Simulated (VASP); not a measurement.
# Li2MgGeS4 (I-42m) in VASP: notebook

Runs on Li2MgGeS4. Level: r2SCAN. Tasks: single point.

All numbers are computed with VASP 6.6.1; they aren't measurements. Logs are shortened: lines on timing, memory, paths and dates and some standing lists are left out, and cuts for length are marked.

**1. The cell of the first run**

The structure is tetragonal, space group I-42m (No. 121). Conventional cell: a = 5.336 Å, b = 5.336 Å, c = 10.884 Å, α = 90.00°, β = 90.00°, γ = 90.00°. Li (site symmetry -4) has 4 S at 2.36 Å within 3.1 Å. Mg (site symmetry -42m) has 4 S at 2.42 Å within 3.2 Å. Within 2.9 Å of Ge (site symmetry -42m) lie 4 S at 2.18 Å. S (site symmetry m) has 1 Ge at 2.18 Å and 2 Li at 2.36 Å and 1 Mg at 2.42 Å within 2.9 Å.

**2. Single point, r2SCAN (19.37 Å³/atom)**

The input, POSCAR:

```
Li2MgGeS4
1.0
   -2.6679343065      2.6679343065      5.4422384538
    2.6679343065     -2.6679343065      5.4422384538
    2.6679343065      2.6679343065     -5.4422384538
Li Mg Ge S
2 1 1 4
Direct
    0.7500000000      0.2500000000      0.5000000000
    0.2500000000      0.7500000000      0.5000000000
    0.0000000000      0.0000000000      0.0000000000
    0.5000000000      0.5000000000      0.0000000000
    0.8513716008      0.8513716008      0.4610004513
    0.1486283992      0.6096288506      0.0000000000
    0.6096288506      0.1486283992      0.0000000000
    0.3903711494      0.3903711494      0.5389995487
```

The input, INCAR.step1:

```
SYSTEM = Li2MgGeS4
PREC = Accurate
ENCUT = 520
ISMEAR = 0
SIGMA = 0.01
LREAL = .FALSE.
LASPH = .TRUE.
NELM = 100
NBANDS = 33
GGA = PE
ALGO = Normal
EDIFF = 1E-4
LWAVE = .TRUE.
LCHARG = .FALSE.
```

The input, INCAR.step2:

```
SYSTEM = Li2MgGeS4
PREC = Accurate
ENCUT = 520
EDIFF = 1E-6
ISMEAR = 0
SIGMA = 0.01
LREAL = .FALSE.
LASPH = .TRUE.
NELM = 100
ALGO = Normal
ISIF = 2
LWAVE = .FALSE.
LCHARG = .TRUE.
METAGGA = R2SCAN
LMIXTAU = .TRUE.
LELF = .TRUE.
LVHAR = .TRUE.
NBANDS = 33
ISTART = 1
```

The input, KPOINTS:

```
regular mesh
0
G
  6 6 6
  0 0 0
```

Potentials or basis: VASP PAW PBE potentials, release 64 (Li_sv, Mg, Ge_d, S).

Launch:

```
$ cat potpaw_PBE.64/Li_sv/POTCAR potpaw_PBE.64/Mg/POTCAR potpaw_PBE.64/Ge_d/POTCAR potpaw_PBE.64/S/POTCAR > POTCAR
$ cp INCAR.step1 INCAR
$ mpirun -np 1 vasp_std > vasp.out
$ cp INCAR.step2 INCAR
$ mpirun -np 1 vasp_std > vasp.out
```

OUTCAR:

```text
SYSTEM = Li2MgGeS4
   PREC = Accurate
   ENCUT = 520
   EDIFF = 1E-6
   ISMEAR = 0
   LREAL = .FALSE.
   LASPH = .TRUE.
   NELM = 100
   ISIF = 2
   METAGGA = R2SCAN
   ISTART = 1

 ion  position               nearest neighbor table
   1  0.750  0.250  0.500-   5 2.36   6 2.36   7 2.36   8 2.36
   2  0.250  0.750  0.500-   5 2.36   7 2.36   6 2.36   8 2.36
   3  0.000  0.000  0.000-   6 2.42   7 2.42   8 2.42   5 2.42
   4  0.500  0.500  0.000-   8 2.18   7 2.18   6 2.18   5 2.18
   5  0.851  0.851  0.461-   4 2.18   2 2.36   1 2.36   3 2.42
   6  0.149  0.610  0.000-   4 2.18   2 2.36   1 2.36   3 2.42
   7  0.610  0.149  0.000-   4 2.18   1 2.36   2 2.36   3 2.42
   8  0.390  0.390  0.539-   4 2.18   2 2.36   1 2.36   3 2.42

  LATTYP: Found a body centered tetragonal cell.
 ALAT       =     5.3358686130
 C/A-ratio  =     2.0398697376

  Lattice vectors:

 A1 = (  -2.6679343065,   2.6679343065,   5.4422384538)
 A2 = (   2.6679343065,  -2.6679343065,   5.4422384538)
 A3 = (   2.6679343065,   2.6679343065,  -5.4422384538)

Analysis of symmetry for initial positions (statically):
=====================================================================
 Subroutine PRICEL returns:
 Original cell was already a primitive cell.

 Routine SETGRP: Setting up the symmetry group for a
 body centered tetragonal supercell.

 Subroutine GETGRP returns: Found  8 space group operations
 (whereof  8 operations were pure point group operations)
 out of a pool of 16 trial point group operations.

The static configuration has the point symmetry D_2d.

Analysis of symmetry for dynamics (positions and initial velocities):
=====================================================================
 Subroutine PRICEL returns:
 Original cell was already a primitive cell.

 Routine SETGRP: Setting up the symmetry group for a
 body centered tetragonal supercell.

 Subroutine GETGRP returns: Found  8 space group operations
 (whereof  8 operations were pure point group operations)
 out of a pool of 16 trial point group operations.

The dynamic configuration has the point symmetry D_2d.

 Subroutine INISYM returns: Found  8 space group operations
 (whereof  8 operations are pure point group operations),
 and found     1 'primitive' translations

----------------------------------------------------------------------------------------

                                     Primitive cell

  volume of cell :     154.9487

[... 106 lines left out ...]
   ISIF   =      2    stress and relaxation
   ISYM   =      2    0-nonsym 1-usesym 2-fastsym
   POTIM  = 0.5000    time-step for ionic-motion
   TEBEG  =    0.0;   TEEND  =   0.0 temperature during run
   PSTRESS=    0.0 pullay stress
   NELECT =      46.0000    total number of electrons
   NUPDOWN=      -1.0000    fix difference up-down
   EMIN   =  10.00;   EMAX   =-10.00  energy-range for DOS
   EFERMI =   0.00;   METHOD = LEGACY
   ISMEAR =     0;   SIGMA  =   0.01  broadening in eV -4-tet -1-fermi 0-gaus
   EFERMI_NEDOS =   21; number of points for ismear=-14 and -15
   IALGO  =     38    algorithm
   IMIX   =      4    mixing-type and parameters
     AMIX     =   0.40;   BMIX     =  1.00
     AMIX_MAG =   1.60;   BMIX_MAG =  1.00
  volume/ion in A,a.u.               =      19.37       130.71
  Fermi-wavevector in a.u.,A,eV,Ry     =   1.092106  2.063781 16.227611  1.192696
  Thomas-Fermi vector in A             =   2.228365
   LORBIT       =      0    0 simple, 1 ext, 2 COOP (PROOUT), +10 PAW based schemes
   METAGGA = R2SCAN    functional components
   LHFCALC =     F    Hartree Fock is set to
   AEXX    =    0.0000 exact exchange contribution
   IVDW    =     0    specifies the selected vdW correction
   LEPSILON=     F    determine dielectric tensor
   LRPA    =     F    only Hartree local field effects (RPA)
 non-spin polarized calculation
 Gauss-broadening in eV      SIGMA  =   0.01
  energy-cutoff  :      520.00
  volume of cell :      154.95
 maximum number of plane-waves:      4186
 NGX is ok and might be reduce to    50
   NGX = 25   NGY = 25   NGZ = 25

 number of electron      45.9999986 magnetization

 Free energy of the ion-electron system (eV)
  ---------------------------------------------------
  ext. energy  EPLUGINS =         0.00000000
  ---------------------------------------------------
  free energy    TOTEN  =       -64.33051452 eV

  energy without entropy =      -64.33051452  energy(sigma->0) =      -64.33051452

 E-fermi :   1.9881     XC(G=0):  -9.3407

 val. band max:        1.8644533579   @ k =   0.5000   0.5000   0.0000
 cond. band min:       5.2146973119   @ k =   0.5000   0.5000   0.0000
 fundamental gap:      3.3502439540
 Fermi energy:         1.9881340439

 k-point     1 :       0.0000    0.0000    0.0000
  band No.  band energies     occupation
      1     -43.2513      2.00000
      2     -43.2499      2.00000
      3     -22.8961      2.00000
      4     -22.8961      2.00000
      5     -22.8847      2.00000
      6     -22.8231      2.00000
[... 853 lines left out ...]
     32      10.2031      0.00000
     33      10.3133      0.00000

 [... further k-points ...]

------------------------ aborting loop because EDIFF is reached ----------------------------------------

  FORCE on cell =-STRESS in cart. coord.  units (eV):
  Direction    XX          YY          ZZ          XY          YZ          ZX
  --------------------------------------------------------------------------------------
  -------------------------------------------------------------------------------------
  Total        3.8908019      3.8908019      3.9401481      0.0000000      0.0000000      0.0000000
  in kB       40.2310975     40.2310975     40.7413400      0.0000000      0.0000000      0.0000000
  external PRESSURE =      40.4011784 kB  Pullay stress =       0.0000000 kB

 VOLUME and BASIS-vectors are now :
 -----------------------------------------------------------------------------
  energy-cutoff  :      520.00
  volume of cell :      154.95
      direct lattice vectors                 reciprocal lattice vectors
    -2.667934306  2.667934306  5.442238454     0.000000000  0.187410911  0.091873960
     2.667934306 -2.667934306  5.442238454     0.187410911  0.000000000  0.091873960
     2.667934306  2.667934306 -5.442238454     0.187410911  0.187410911  0.000000000

 POSITION                                       TOTAL-FORCE (eV/Angst)
 -----------------------------------------------------------------------------------
     -0.00000      2.66793      2.72112         0.000000      0.000000      0.000000
      2.66793     -0.00000      2.72112         0.000000     -0.000000      0.000000
      0.00000      0.00000      0.00000         0.000000      0.000000     -0.000000
      0.00000      0.00000      5.44224         0.000000      0.000000      0.000000
      1.22992      1.22992      6.75786         0.205164      0.205164      0.388720
      1.22992     -1.22992      4.12662         0.205164     -0.205164     -0.388720
     -1.22992      1.22992      4.12662        -0.205164      0.205164     -0.388720
      1.43802      1.43802      1.31562        -0.205164     -0.205164      0.388720
 -----------------------------------------------------------------------------------
    total drift:                               -0.000180     -0.000180     -0.000152

  FREE ENERGIE OF THE ION-ELECTRON SYSTEM (eV)
  ---------------------------------------------------
  free  energy   TOTEN  =       -64.3305145222 eV

  energy  without entropy=      -64.3305145222  energy(sigma->0) =      -64.33051452
```

OSZICAR.step1:

```text
N       E                     dE             d eps       ncg     rms          rms(c)
DAV:   1     0.389867855835E+03    0.38987E+03   -0.20075E+04  2482   0.191E+03
DAV:   2     0.278750358164E+02   -0.36199E+03   -0.33780E+03  2270   0.577E+02
DAV:   3    -0.284194142129E+02   -0.56294E+02   -0.55607E+02  2417   0.135E+02
DAV:   4    -0.357756726310E+02   -0.73563E+01   -0.73363E+01  3710   0.441E+01
DAV:   5    -0.361543245205E+02   -0.37865E+00   -0.37829E+00  2688   0.889E+00    0.109E+01
DAV:   6    -0.345768604792E+02    0.15775E+01   -0.27010E+00  3067   0.137E+01    0.887E+00
DAV:   7    -0.344300147180E+02    0.14685E+00   -0.97754E-01  2448   0.417E+00    0.428E+00
DAV:   8    -0.344334184676E+02   -0.34037E-02   -0.75533E-02  2892   0.263E+00    0.901E-01
DAV:   9    -0.344367823729E+02   -0.33639E-02   -0.12471E-02  2736   0.993E-01    0.236E-01
DAV:  10    -0.344372712771E+02   -0.48890E-03   -0.15474E-03  2725   0.203E-01    0.107E-01
DAV:  11    -0.344379242213E+02   -0.65294E-03   -0.65126E-04  2295   0.123E-01    0.288E-02
DAV:  12    -0.344379681936E+02   -0.43972E-04   -0.59291E-05  1909   0.403E-02
   1 F= -.34437968E+02 E0= -.34437968E+02  d E =-.653986E-35
```

It took 14 min on 1 thread of AMD EPYC 9R45 (Zen 5), shared host; peak memory 0.43 GiB.

What came out:

```
Free energy            : -64.3305 eV
Largest force          : 0.485 eV/Å
Band gap on the k mesh : 3.35 eV
```

Forces in eV/Å, atoms in the order of the input:
```
Li   0.000  0.000  0.000
Li   0.000  0.000  0.000
Mg   0.000  0.000  0.000
Ge   0.000  0.000  0.000
S    0.205  0.205  0.389
S    0.205 -0.205 -0.389
S   -0.205  0.205 -0.389
S   -0.205 -0.205  0.389
```

Levels at points of the mesh, in eV from the valence-band top:
| k point | band 21 | band 22 | band 23 | band 24 | band 25 | band 26 |
| --- | --- | --- | --- | --- | --- | --- |
| (0.00, 0.00, 0.00) | -0.26 | -0.03 | -0.03 | 3.51 | 3.81 | 5.99 |
| (0.50, 0.00, 0.00) | -0.82 | -0.58 | -0.52 | 4.48 | 5.50 | 6.09 |
| (0.50, 0.50, 0.00) | -0.35 | -0.25 | 0.00 | 3.35 | 5.38 | 6.41 |
| (0.50, 0.50, 0.50) | -0.98 | -0.51 | -0.51 | 3.51 | 4.11 | 4.11 |

Caveat: the cutoff is under 1.25 times the usual one of these potentials, so pressure, stress and relaxed cells hold a basis-set (Pulay) error; the PAW data sets were made with another functional, which shifts forces and pressure a little. A k mesh can miss the band edges.

(Part 1 of 3 ends here.)
